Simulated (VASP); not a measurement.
Input of a VASP 6.6.1 run:

File INCAR:

```
ALGO     = Normal         # electronic algorithm
EDIFF    = 1E-7           # SCF threshold, eV
ENCUT    = 520            # plane-wave cutoff, eV
GGA      = PE             # functional
ISIF     = 2              # what is computed and relaxed
ISMEAR   = 0              # smearing method
IVDW     = 12             # dispersion correction
LASPH    = T              # aspherical terms in the spheres
LCHARG   = T              # write CHGCAR
LELF     = T              # ELF
LREAL    = F              # projectors in reciprocal space
LVHAR    = T            
LWAVE    = F              # write WAVECAR
NBANDS   = 35             # bands
NELM     = 60             # most SCF steps
PREC     = Accurate       # precision mode
SIGMA    = 0.02           # smearing width, eV
```

Contents of KPOINTS:

```
k-points
0
Gamma
  9 9 2
```

Contents of POSCAR:

```
WSe2
1.0
    3.2788922331      0.0000000000      0.0000000000
   -1.6394461166      2.8396039702      0.0000000000
    0.0000000000      0.0000000000     12.7975476889
W Se
2 4
Direct
    0.6666666667      0.3333333333      0.2500165997
    0.3333333333      0.6666666667      0.7499834003
    0.3333333333      0.6666666667      0.3816306155
    0.6666666667      0.3333333333      0.8815963396
    0.3333333333      0.6666666667      0.1184036604
    0.6666666667      0.3333333333      0.6183693845
```

Potentials or basis: VASP PAW PBE potentials, release 64 (W_sv, Se).

The run is started by

```sh
$ cat potpaw_PBE.64/W_sv/POTCAR potpaw_PBE.64/Se/POTCAR > POTCAR
$ mpirun -np 1 vasp_std > vasp.out
```

(1) Estimate the largest force.

(2) Estimate the pressure.

(3) Predict the band gap on the k mesh.

## Answers

(1) 0.051 eV/Å.

(2) 0.3 GPa.

(3) 1.00 eV (least direct gap 1.56 eV).

Caveat: spin-orbit coupling is left out, which moves the levels of the heavy elements.
